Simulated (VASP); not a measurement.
A run of VASP 6.6.1 is set up as follows.

The input INCAR:

```
  ALGO = Normal
  EDIFF = 1E-7
  EDIFFG = -0.002
  ENCUT = 500
  GGA = PE
  GGA_COMPAT = F
  IBRION = 2
  ISIF = 3
  ISMEAR = 0
  IVDW = 12
  LASPH = T
  LCHARG = F
  LREAL = F
  LWAVE = F
  NELM = 120
  NELMIN = 4
  NSW = 100
  PREC = Accurate
  SIGMA = 0.02
```

The input KPOINTS:

```
k-points
0
Gamma
  8 8 8
```

File POSCAR:

```
AlAs
1.0
    0.0000000000      2.8379008000      2.8379008000
    2.8379008000      0.0000000000      2.8379008000
    2.8379008000      2.8379008000      0.0000000000
Al As
1 1
Direct
    0.0000000000      0.0000000000      0.0000000000
    0.2500000000      0.2500000000      0.2500000000
```

Potentials or basis: VASP PAW PBE potentials, release 64 (Al, As).

Launch:

```console
$ cat potpaw_PBE.64/Al/POTCAR potpaw_PBE.64/As/POTCAR > POTCAR
$ mpirun -np 1 vasp_std > vasp.out
```

Question: Predict the relaxed cell.

Answer: a = 4.009 Å, b = 4.009 Å, c = 4.009 Å, α = 60.00°, β = 60.00°, γ = 60.00°.

Question: Predict the relaxed volume.

Answer: 22.78 Å³/atom.

Question: Predict the band gap on the k mesh.

Answer: 1.44 eV (least direct gap 2.03 eV).

Final structure:
```
Al As
1.0
     0.00000    2.83460    2.83460
     2.83460    0.00000    2.83460
     2.83460    2.83460    0.00000
Al As
1 1
Direct
  0.00000 0.00000 0.00000
  0.25000 0.25000 0.25000
```

A k mesh can miss the band edges.
